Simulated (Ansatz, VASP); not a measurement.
## One calculation of K3Pd, two programs

File INCAR:

```
PREC = Accurate
ENCUT = 520
EDIFF = 1E-6
ISMEAR = 0
SIGMA = 0.1
LREAL = F
LASPH = T
NELM = 100
ALGO = Fast
ISIF = 2
LWAVE = F
LCHARG = F
GGA = PS
NBANDS = 26
```

Contents of KPOINTS:

```
regular mesh
0
Gamma
  8 8 8
```

POSCAR

```
K3Pd
1.0
    5.2899934799      0.0000000000      0.0000000000
    0.0000000000      5.2899934799      0.0000000000
    0.0000000000      0.0000000000      5.2899934799
K Pd
3 1
Direct
    0.5000000000      0.5000000000      0.0000000000
    0.5000000000      0.0000000000      0.5000000000
    0.0000000000      0.5000000000      0.5000000000
    0.0000000000      0.0000000000      0.0000000000
```

Input for Ansatz:

```yaml
crystal:
  lattice:
    - [5.2899934799, 0.0, 0.0]
    - [0.0, 5.2899934799, 0.0]
    - [0.0, 0.0, 5.2899934799]
  atoms:
    - { symbol: K, position: [0.5, 0.5, 0.0] }
    - { symbol: K, position: [0.5, 0.0, 0.5] }
    - { symbol: K, position: [0.0, 0.5, 0.5] }
    - { symbol: Pd, position: [0.0, 0.0, 0.0] }
basis:
  ecutwfc: 420
kpoints:
  mp_grid: { grid: [8, 8, 8] }
hamiltonian:
  xc: pbesol
scf:
  occupations: { method: gaussian, width: 0.1 }
output:
  forces: true
  stress: true
  eigenvalues: true
```

Alike in both runs: task single point; functional PBEsol; k mesh 8 × 8 × 8; occupations gaussian, width 0.1 eV; no spin polarisation.

|  | VASP | Ansatz |
| --- | --- | --- |
| version | VASP 6.6.1 | Ansatz 0.2.0 |
| potentials or method | VASP PAW PBE potentials, release 64 (K_sv, Pd), cutoff 520 eV | scalar-relativistic, plane waves, PAW |
| valence electrons in the cell | 37 | 45 |

|  | VASP | Ansatz | Ansatz less VASP |
| --- | --- | --- | --- |
| gap on the k mesh at the Fermi level (eV) | none | none | - |
| pressure (GPa) | 0.0 | 0.0 | -0.02 |

VASP's potentials were made for PBE, not for PBEsol. A gap of «none» marks a metal or a gap that the smearing closes. VASP's potentials hold 37 valence electrons a cell and Ansatz's 45, so a difference there can come from the potentials and not from the codes.
